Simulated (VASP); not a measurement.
Write the native input for VASP 6.6.1 that does the following.

* Task: single point
* Functional: PBE
* Potentials or basis: VASP PAW PBE potentials, release 64 (Ca_sv)
* Cutoff: 520 eV
* k mesh: 10 × 10 × 6
* Occupations: gaussian, width 0.1 eV
* Spin: no spin polarisation
* Dipole correction: no
* Further INCAR settings: ALGO = Fast; EDIFF = 1e-06; NBANDS = 17

The structure of Ca lies in POSCAR:

```
Ca
1.0
    2.0991329560     -3.5589151224     -0.1111004387
    2.0991329560      3.5589151224      0.1111004387
    0.0000000000      0.2129781361      6.2910564967
Ca
2
Direct
    0.8415201361      0.1584798639      0.2359393399
    0.1584798639      0.8415201361      0.7640606601
```

This cell differs from its parent crystal: strained and its atoms moved.

One way to write it, as run:

INCAR

```
  PREC = Accurate
  ENCUT = 520
  EDIFF = 1E-6
  ISMEAR = 0
  SIGMA = 0.1
  LREAL = F
  LASPH = T
  NELM = 60
  ALGO = Fast
  ISIF = 2
  LWAVE = F
  LCHARG = F
  GGA = PE
  NBANDS = 17
```

KPOINTS

```
regular mesh
0
Gamma
  10 10 6
```

Potentials or basis: VASP PAW PBE potentials, release 64 (Ca_sv).

Launch:

```bash
$ cat potpaw_PBE.64/Ca_sv/POTCAR > POTCAR
$ mpirun -np 1 vasp_std > vasp.out
```

Results of the run:

The pressure is -1.3 GPa, the largest force is 0.263 eV/Å and the band gap on the k mesh is zero (bands 10 and 11 overlap by 0.32 eV).

Caveat: the cell differs from its parent crystal (strained and its atoms moved).

Run time: 9.1 min on 1 thread of Oxide Virtual Turin-like Processor, on a shared host, peak memory 0.34 GiB.
